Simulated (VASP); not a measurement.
# SiNi (Pnma) in VASP: further runs

Runs on SiNi. Level: PBE. Tasks: single point.

Everything below comes from runs of VASP 6.6.1. Logs are shortened: lines on timing, memory, paths and dates and some standing lists are left out, and cuts for length are marked.

### 1 The cell of the first run

Symmetry: Pnma, No. 62, orthorhombic system. Conventional cell: a = 5.175 Å, b = 3.332 Å, c = 5.609 Å, α = 90.00°, β = 90.00°, γ = 90.00°. Ni (site symmetry m) has 6 Si at 2.28 to 2.40 Å and 4 Ni at 2.68 Å within 3.0 Å. Within 3.0 Å of Si (site symmetry m) lie 6 Ni at 2.28 to 2.40 Å and 2 Si at 2.65 Å.

### 2 Single point, PBE, collinear spin, zero start

Contents of INCAR:

```
SYSTEM = SiNi
PREC = Accurate
ENCUT = 520
EDIFF = 1E-6
ISMEAR = 0
SIGMA = 0.1
LREAL = .False.
LASPH = .True.
NELM = 150
ALGO = Normal
ISIF = 2
LWAVE = .False.
LCHARG = .False.
ISPIN = 2
MAGMOM = 0 0 0 0 0 0 0 0
LORBIT = 11
NUPDOWN = 0.0
LMAXMIX = 4
GGA = PE
NBANDS = 42
```

Contents of KPOINTS:

```
Automatic mesh
0
Gamma
  5 7 4
  0 0 0
```

Contents of POSCAR:

```
SiNi
1.0
    5.1752000000      0.0000000000      0.0000000000
    0.0000000000      3.3321000000      0.0000000000
    0.0000000000      0.0000000000      5.6094000000
Ni Si
4 4
Direct
    0.0078500000      0.2500000000      0.1873100000
    0.4921500000      0.7500000000      0.6873100000
    0.5078500000      0.2500000000      0.3126900000
    0.9921500000      0.7500000000      0.8126900000
    0.3215200000      0.7500000000      0.0816600000
    0.1784800000      0.2500000000      0.5816600000
    0.8215200000      0.7500000000      0.4183400000
    0.6784800000      0.2500000000      0.9183400000
```

Potentials or basis: VASP PAW PBE potentials, release 64 (Ni, Si).

Started as:

```
> cat potpaw_PBE.64/Ni/POTCAR potpaw_PBE.64/Si/POTCAR > POTCAR
> mpirun -np 1 vasp_std > vasp.out
```

OUTCAR:

```text
SYSTEM = SiNi
   PREC = Accurate
   ENCUT = 520
   EDIFF = 1E-6
   ISMEAR = 0
   LREAL = .False.
   LASPH = .True.
   NELM = 150
   ISIF = 2
   ISPIN = 2
   LORBIT = 11
   NUPDOWN = 0.0
   GGA = PE

 ion  position               nearest neighbor table
   1  0.008  0.250  0.187-   8 2.28   7 2.32   7 2.32   6 2.38   5 2.40   5 2.40   3 2.68   3 2.68
                             4 2.68   4 2.68
   2  0.492  0.750  0.687-   7 2.28   8 2.32   8 2.32   5 2.38   6 2.40   6 2.40   4 2.68   4 2.68
                             3 2.68   3 2.68
   3  0.508  0.250  0.313-   6 2.28   5 2.32   5 2.32   8 2.38   7 2.40   7 2.40   1 2.68   1 2.68
                             2 2.68   2 2.68
   4  0.992  0.750  0.813-   5 2.28   6 2.32   6 2.32   7 2.38   8 2.40   8 2.40   2 2.68   2 2.68
                             1 2.68   1 2.68
   5  0.322  0.750  0.082-   4 2.28   3 2.32   3 2.32   2 2.38   1 2.40   1 2.40   8 2.65   8 2.65

   6  0.178  0.250  0.582-   3 2.28   4 2.32   4 2.32   1 2.38   2 2.40   2 2.40   7 2.65   7 2.65

   7  0.822  0.750  0.418-   2 2.28   1 2.32   1 2.32   4 2.38   3 2.40   3 2.40   6 2.65   6 2.65

   8  0.678  0.250  0.918-   1 2.28   2 2.32   2 2.32   3 2.38   4 2.40   4 2.40   5 2.65   5 2.65

  LATTYP: Found a simple orthorhombic cell.
 ALAT       =     3.3321000000
 B/A-ratio  =     1.5531346598
 C/A-ratio  =     1.6834428739

  Lattice vectors:

 A1 = (   0.0000000000,  -3.3321000000,   0.0000000000)
 A2 = (   5.1752000000,   0.0000000000,   0.0000000000)
 A3 = (   0.0000000000,   0.0000000000,   5.6094000000)

Analysis of symmetry for initial positions (statically):
=====================================================================
 Subroutine PRICEL returns:
 Original cell was already a primitive cell.

 Routine SETGRP: Setting up the symmetry group for a
 simple orthorhombic supercell.

 Subroutine GETGRP returns: Found  8 space group operations
 (whereof  2 operations were pure point group operations)
 out of a pool of  8 trial point group operations.

The static configuration has the point symmetry S_2 .
 The point group associated with its full space group is D_2h.

Analysis of symmetry for dynamics (positions and initial velocities):
=====================================================================
 Subroutine PRICEL returns:
 Original cell was already a primitive cell.

 Routine SETGRP: Setting up the symmetry group for a
 simple orthorhombic supercell.

 Subroutine GETGRP returns: Found  8 space group operations
 (whereof  2 operations were pure point group operations)
 out of a pool of  8 trial point group operations.

The dynamic configuration has the point symmetry S_2 .
 The point group associated with its full space group is D_2h.

Analysis of structural, dynamic, and magnetic symmetry:
=====================================================================
 Subroutine PRICEL returns:
 Original cell was already a primitive cell.

 Routine SETGRP: Setting up the symmetry group for a
 simple orthorhombic supercell.

 Subroutine GETGRP returns: Found  8 space group operations
 (whereof  2 operations were pure point group operations)
 out of a pool of  8 trial point group operations.

The overall configuration has the point symmetry S_2 .
 The point group associated with its full space group is D_2h.

 Subroutine INISYM returns: Found  8 space group operations
 (whereof  2 operations are pure point group operations),
 and found     1 'primitive' translations

----------------------------------------------------------------------------------------

                                     Primitive cell

  volume of cell :      96.7301

  direct lattice vectors                    reciprocal lattice vectors
     5.175200000  0.000000000  0.000000000     0.193229247  0.000000000  0.000000000
     0.000000000  3.332100000  0.000000000     0.000000000  0.300111041  0.000000000
     0.000000000  0.000000000  5.609400000     0.000000000  0.000000000  0.178272186

  length of vectors
     5.175200000  3.332100000  5.609400000     0.193229247  0.300111041  0.178272186

  position of ions in fractional coordinates (direct lattice)
     0.007850000  0.250000000  0.187310000
     0.492150000  0.750000000  0.687310000
     0.507850000  0.250000000  0.312690000
     0.992150000  0.750000000  0.812690000
     0.321520000  0.750000000  0.081660000
     0.178480000  0.250000000  0.581660000
     0.821520000  0.750000000  0.418340000
     0.678480000  0.250000000  0.918340000

[... 74 lines left out ...]
   ISTART =      0    job   : 0-new  1-cont  2-samecut
   ICHARG =      2    charge: 1-file 2-atom 10-const
   ISPIN  =      2    spin polarized calculation?
   LNONCOLLINEAR =      F non collinear calculations
   LSORBIT =      F    spin-orbit coupling
   LASPH  =      T    aspherical Exc in radial PAW
   ENCUT  =  520.0 eV  38.22 Ry    6.18 a.u.   9.62  6.20 10.43*2*pi/ulx,y,z
   NELM   =    150;   NELMIN=  2; NELMDL= -5     # of ELM steps
   EDIFF  = 0.1E-05   stopping-criterion for ELM
   LREAL  =      F    real-space projection
   EDIFFG = 0.1E-04   stopping-criterion for IOM
   NSW    =      0    number of steps for IOM
   IBRION =     -1    ionic relax: 0-MD 1-quasi-New 2-CG
   NFREE  =      0    steps in history (QN), initial steepest desc. (CG)
   ISIF   =      2    stress and relaxation
   ISYM   =      2    0-nonsym 1-usesym 2-fastsym
   POTIM  = 0.5000    time-step for ionic-motion
   TEBEG  =    0.0;   TEEND  =   0.0 temperature during run
   PSTRESS=    0.0 pullay stress
   NELECT =      56.0000    total number of electrons
   NUPDOWN=       0.0000    fix difference up-down
   EMIN   =  10.00;   EMAX   =-10.00  energy-range for DOS
   EFERMI =   0.00;   METHOD = LEGACY
   ISMEAR =     0;   SIGMA  =   0.10  broadening in eV -4-tet -1-fermi 0-gaus
   EFERMI_NEDOS =   21; number of points for ismear=-14 and -15
   IALGO  =     38    algorithm
   IMIX   =      4    mixing-type and parameters
     AMIX     =   0.40;   BMIX     =  1.00
     AMIX_MAG =   1.60;   BMIX_MAG =  1.00
  volume/ion in A,a.u.               =      12.09        81.60
  Fermi-wavevector in a.u.,A,eV,Ry     =   1.364427  2.578393 25.329437  1.861661
  Thomas-Fermi vector in A             =   2.490744
   LORBIT       =     11    0 simple, 1 ext, 2 COOP (PROOUT), +10 PAW based schemes
   GGA     = PE    functional components
   LHFCALC =     F    Hartree Fock is set to
   AEXX    =    0.0000 exact exchange contribution
   IVDW    =     0    specifies the selected vdW correction
   LEPSILON=     F    determine dielectric tensor
   LRPA    =     F    only Hartree local field effects (RPA)
 spin polarized calculation
 Gauss-broadening in eV      SIGMA  =   0.10
  energy-cutoff  :      520.00
  volume of cell :       96.73
 maximum number of plane-waves:      2631
 NGX is ok and might be reduce to    40
   NGX = 19   NGY = 13   NGZ = 21

 number of electron      55.9999992 magnetization       0.0000000

 number of electron      55.9999992 magnetization      -0.0000000

 Free energy of the ion-electron system (eV)
  ---------------------------------------------------
  ext. energy  EPLUGINS =         0.00000000
  ---------------------------------------------------
  free energy    TOTEN  =       -47.61516233 eV

  energy without entropy =      -47.61127939  energy(sigma->0) =      -47.61322086

 E-fermi :  10.4668     XC(G=0): -12.2205

 val. band max:       10.3590342753   @ k =   0.4000   0.1429   0.2500
 cond. band min:      10.5538134993   @ k =   0.0000   0.2857   0.0000
 fundamental gap:      0.1947792240
 Fermi energy:        10.4667985327

 spin component 1

 k-point     1 :       0.0000    0.0000    0.0000
  band No.  band energies     occupation
      1      -2.5637      1.00000
      2       0.7179      1.00000
      3       2.1157      1.00000
      4       2.5949      1.00000
      5       3.9351      1.00000
      6       4.3873      1.00000
[... 1021 lines left out ...]
     39      17.1416      0.00000
     40      17.4886      0.00000

 [... further k-points ...]

 spin component 2

 k-point     1 :       0.0000    0.0000    0.0000
  band No.  band energies     occupation
      1      -2.5637      1.00000
      2       0.7179      1.00000
      3       2.1157      1.00000
      4       2.5949      1.00000
      5       3.9351      1.00000
      6       4.3873      1.00000
[... 1021 lines left out ...]
     39      17.1416      0.00000
     40      17.4886      0.00000

 [... further k-points ...]

 [bands above 40 left out]

------------------------ aborting loop because EDIFF is reached ----------------------------------------

  FORCE on cell =-STRESS in cart. coord.  units (eV):
  Direction    XX          YY          ZZ          XY          YZ          ZX
  --------------------------------------------------------------------------------------
  -------------------------------------------------------------------------------------
  Total        0.5293935      1.4635726      1.4860252      0.0000000      0.0000000      0.0000000
  in kB        8.7685472     24.2417115     24.6136028      0.0000000      0.0000000      0.0000000
  external PRESSURE =      19.2079538 kB  Pullay stress =       0.0000000 kB

 VOLUME and BASIS-vectors are now :
 -----------------------------------------------------------------------------
  energy-cutoff  :      520.00
  volume of cell :       96.73
      direct lattice vectors                 reciprocal lattice vectors
     5.175200000  0.000000000  0.000000000     0.193229247  0.000000000  0.000000000
     0.000000000  3.332100000  0.000000000     0.000000000  0.300111041  0.000000000
     0.000000000  0.000000000  5.609400000     0.000000000  0.000000000  0.178272186

 POSITION                                       TOTAL-FORCE (eV/Angst)
 -----------------------------------------------------------------------------------
      0.04063      0.83303      1.05070         0.030532      0.000000      0.055510
      2.54697      2.49907      3.85540        -0.030532     -0.000000      0.055510
      2.62823      0.83303      1.75400         0.030532     -0.000000     -0.055510
      5.13457      2.49907      4.55870        -0.030532     -0.000000     -0.055510
      1.66393      2.49907      0.45806         0.015416     -0.000000      0.056281
      0.92367      0.83303      3.26276        -0.015416      0.000000      0.056281
      4.25153      2.49907      2.34664         0.015416      0.000000     -0.056281
      3.51127      0.83303      5.15134        -0.015416     -0.000000     -0.056281
 -----------------------------------------------------------------------------------
    total drift:                               -0.000000     -0.000000      0.000000

  FREE ENERGIE OF THE ION-ELECTRON SYSTEM (eV)
  ---------------------------------------------------
  free  energy   TOTEN  =       -47.6151623319 eV

  energy  without entropy=      -47.6112793936  energy(sigma->0) =      -47.61322086

 total charge

# of ion       s       p       d       tot
------------------------------------------
    1        0.498   0.640   8.447   9.586
    2        0.498   0.640   8.447   9.586
    3        0.498   0.640   8.447   9.586
    4        0.498   0.640   8.447   9.586
    5        0.762   0.853   0.000   1.615
    6        0.762   0.853   0.000   1.615
    7        0.762   0.853   0.000   1.615
    8        0.762   0.853   0.000   1.615
--------------------------------------------------
tot          5.040   5.975  33.788  44.803

 magnetization (x)

# of ion       s       p       d       tot
------------------------------------------
    1        0.000   0.000  -0.000   0.000
    2        0.000   0.000  -0.000   0.000
    3        0.000   0.000  -0.000   0.000
    4        0.000   0.000  -0.000   0.000
    5        0.000   0.000   0.000   0.000
    6        0.000   0.000   0.000   0.000
    7        0.000   0.000   0.000   0.000
    8        0.000   0.000   0.000   0.000
--------------------------------------------------
tot          0.000   0.000  -0.000   0.000
```

Run time: 9 min. Hardware: 1 thread of Intel Xeon 8259CL, shared host; peak memory 0.37 GiB.

Results:

```yaml
Free_energy: -47.6152 eV
Pressure: 1.9 GPa
Largest_force: 0.063 eV/Å
Net_moment: 0.00 μB per cell
Valence_electrons_inside_the_program's_atomic_spheres: Ni 9.59; Si 1.61
```

Forces on the atoms (eV/Å):
```
Ni   0.031  0.000  0.056
Ni  -0.031  0.000  0.056
Ni   0.031  0.000 -0.056
Ni  -0.031  0.000 -0.056
Si   0.015  0.000  0.056
Si  -0.015  0.000  0.056
Si   0.015  0.000 -0.056
Si  -0.015  0.000 -0.056
```

Stress tensor (GPa, compression positive):
```
0.88 0.00 0.00
0.00 2.42 0.00
0.00 0.00 2.46
```

Caveat: the total moment is fixed, so each spin has its own Fermi level.

### 3 Single point, PBE, collinear spin, ferromagnetic start

Contents of INCAR:

```
SYSTEM = SiNi
PREC = Accurate
ENCUT = 520
EDIFF = 1E-6
ISMEAR = 0
SIGMA = 0.1
LREAL = .FALSE.
LASPH = .TRUE.
NELM = 150
ALGO = Normal
ISIF = 2
LWAVE = .FALSE.
LCHARG = .FALSE.
ISPIN = 2
MAGMOM = 2 2 2 2 0 0 0 0
LORBIT = 11
LMAXMIX = 4
GGA = PE
NBANDS = 42
```

Contents of KPOINTS:

```
Automatic mesh
0
G
  5 7 4
  0 0 0
```

POSCAR is that of step 2.

Potentials or basis: VASP PAW PBE potentials, release 64 (Ni, Si).

Started as:

```
> cat potpaw_PBE.64/Ni/POTCAR potpaw_PBE.64/Si/POTCAR > POTCAR
> mpirun -np 1 vasp_std > vasp.out
```

Wall time 9.2 min (1 thread of Intel Xeon 8259CL, shared host); peak memory 0.37 GiB.

It converged, with:

```yaml
Free_energy: -47.6152 eV
Pressure: 2.0 GPa
Largest_force: 0.063 eV/Å
Band_gap_on_the_k_mesh: zero (filled and empty bands overlap)
Net_moment: 0.00 μB per cell
Valence_electrons_inside_the_program's_atomic_spheres: Ni 9.59; Si 1.61
```

Forces on the atoms (eV/Å):
```
Ni   0.031  0.000  0.055
Ni  -0.031  0.000  0.055
Ni   0.031  0.000 -0.055
Ni  -0.031  0.000 -0.055
Si   0.015  0.000  0.056
Si  -0.015  0.000  0.056
Si   0.015  0.000 -0.056
Si  -0.015  0.000 -0.056
```

Stress tensor (GPa, compression positive):
```
0.91 0.00 0.00
0.00 2.46 0.00
0.00 0.00 2.50
```

Levels at points of the mesh, in eV from the Fermi level:
Spin up:
```
           k point  band 25  band 26  band 27  band 28  band 29  band 30  band 31  band 32
(0.00, 0.00, 0.00)    -1.88    -1.20    -1.01    -0.97     0.53     1.18     3.36     4.08
(0.00, 0.00, 0.50)    -1.53    -1.53    -0.31    -0.31     1.06     1.06     3.25     3.25
```
Spin down:
| k point | band 25 | band 26 | band 27 | band 28 | band 29 | band 30 | band 31 | band 32 |
| --- | --- | --- | --- | --- | --- | --- | --- | --- |
| (0.00, 0.00, 0.00) | -1.88 | -1.20 | -1.01 | -0.97 | 0.53 | 1.18 | 3.36 | 4.08 |
| (0.00, 0.00, 0.50) | -1.53 | -1.53 | -0.31 | -0.31 | 1.06 | 1.06 | 3.25 | 3.25 |

Caveat: the moments typed at the start vanished in this run.

The gap in the log of VASP goes by the Fermi energy; the results here count the filled bands.